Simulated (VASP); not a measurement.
# In: single point with PBE

Crystal: In.

```
CELL_PARAMETERS angstrom
-1.97362 1.88362 1.88362
1.88362 -1.97362 1.88362
1.88362 1.88362 -1.97362
ATOMIC_POSITIONS crystal
In 0.00000 0.00000 0.00000
```

This cell differs from its parent crystal: ratio of the length along [111] to the lengths across it x 0.93, volume and fractional coordinates fixed.

```
Program                : VASP 6.6.1
Task                   : single point
Functional             : PBE
Potentials or basis    : VASP PAW PBE potentials, release 64 (In_d)
Cutoff                 : 520 eV
k mesh                 : 20 × 20 × 20
Occupations            : gaussian, width 0.15 eV
Spin                   : no spin polarisation
Dipole correction      : no
Further INCAR settings : ALGO = Fast; EDIFF = 1e-06; NBANDS = 12
```

```
Pressure               : 1.6 GPa
Band gap on the k mesh : zero (an odd number of electrons rules out a gap without spin polarisation)
```

Stress tensor (GPa, compression positive):
```
1.58 0.83 0.83
0.83 1.58 0.83
0.83 0.83 1.58
```

Levels at points of the mesh, in eV from the Fermi level:
| k point | band 4 | band 5 | band 6 | band 7 | band 8 | band 9 |
| --- | --- | --- | --- | --- | --- | --- |
| (0.00, 0.00, 0.00) | -14.40 | -14.40 | -9.41 | 10.09 | 10.09 | 11.98 |
| (0.50, 0.00, 0.00) | -14.43 | -14.21 | -3.49 | -2.96 | 5.51 | 7.12 |
| (0.50, 0.50, 0.00) | -14.39 | -14.27 | -4.33 | -3.24 | 5.63 | 8.08 |
| (0.50, 0.50, 0.50) | -14.32 | -14.20 | 0.89 | 0.94 | 1.48 | 1.48 |

Run time: 2.1 min on 1 thread of Intel(R) Xeon(R) 6975P-C (Granite Rapids), with other jobs on the host, peak memory 0.35 GiB.

Caveat: spin-orbit coupling is left out, which moves the levels of the heavy elements.
